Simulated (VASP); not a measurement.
Wanted: the native input for a VASP 6.6.1 run.

```
Task                   : single point
Functional             : BLYP
Potentials or basis    : VASP PAW PBE potentials, release 64 (Ta_pv)
Cutoff                 : 520 eV
k mesh                 : 22 × 22 × 22
Occupations            : fermi-dirac, width 0.1 eV
Spin                   : no spin polarisation
Dipole correction      : no
Further INCAR settings : ALGO = Normal; EDIFF = 1e-06; NBANDS = 12
```

The structure of Ta lies in POSCAR:

```
Ta
1.0
   -1.6551612102      1.6551612102      1.6551612102
    1.6551612102     -1.6551612102      1.6551612102
    1.6551612102      1.6551612102     -1.6551612102
Ta
1
Direct
    0.0000000000      0.0000000000      0.0000000000
```

This cell differs from its parent crystal: volume scaled by 0.96.

One way to write it, as run:

INCAR

```
PREC = Accurate
ENCUT = 520
EDIFF = 1E-6
ISMEAR = -1
SIGMA = 0.1
LREAL = F
LASPH = T
NELM = 100
ALGO = Normal
ISIF = 2
LWAVE = F
LCHARG = F
GGA = B5
ALDAX = 1.0
AGGAX = 1.0
AGGAC = 1.0
ALDAC = 0.0
NBANDS = 12
```

KPOINTS

```
regular mesh
0
Gamma
  22 22 22
```

Potentials or basis: VASP PAW PBE potentials, release 64 (Ta_pv).

Run with:

```bash
$ cat potpaw_PBE.64/Ta_pv/POTCAR > POTCAR
$ mpirun -np 1 vasp_std > vasp.out
```

It gave:

```yaml
Pressure: 8.8 GPa
```

Caveat: the PAW data sets were made with another functional, which shifts forces and pressure a little.

Run time: 76 s on 1 thread of Intel Xeon 8259CL (shared host), peak memory 0.2 GiB.
